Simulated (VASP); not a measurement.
Input of a VASP 6.6.1 run:

The input POSCAR:

```
Au
1.0
    3.4718985217      0.0000000000      0.0000000000
    0.0000000000      3.1805822280      0.0000000000
    0.0000000000      0.0000000000      3.1805822280
Au
2
Direct
    0.0000000000      0.0000000000      0.0000000000
    0.5000000000      0.5000000000      0.5000000000
```

INCAR.step1

```
PREC = Accurate ; ENCUT = 520
ISMEAR = 0 ; SIGMA = 0.1
LREAL = False ; LASPH = True
NELM = 60 ; NBANDS = 18
GGA = PE ; ALGO = Normal
EDIFF = 1E-4 ; LWAVE = True
LCHARG = False
```

File INCAR.step2:

```
PREC = Accurate ; ENCUT = 520
EDIFF = 1E-6 ; ISMEAR = 0
SIGMA = 0.1 ; LREAL = False
LASPH = True ; NELM = 60
ALGO = Normal ; ISIF = 2
LWAVE = False ; LCHARG = False
METAGGA = R2SCAN ; LMIXTAU = True
NBANDS = 18 ; ISTART = 1
```

KPOINTS

```
Automatic mesh
0
Gamma
  16 16 16
```

Potentials or basis: VASP PAW PBE potentials, release 64 (Au).

Run with:

```bash
$ cat potpaw_PBE.64/Au/POTCAR > POTCAR
$ cp INCAR.step1 INCAR
$ mpirun -np 1 vasp_std > vasp.out
$ cp INCAR.step2 INCAR
$ mpirun -np 1 vasp_std > vasp.out
```

(1) Estimate the band gap on the k mesh.

(2) Predict the pressure.

## Answers

(1) zero (bands 11 and 12 overlap by 6.14 eV).

(2) 0.6 GPa.

Caveat: the cell differs from its parent crystal (uniaxial strain along a: +6.0 %, then relaxed in part); the PAW data sets were made with another functional, which shifts forces and pressure a little; spin-orbit coupling is left out, which moves the levels of the heavy elements.
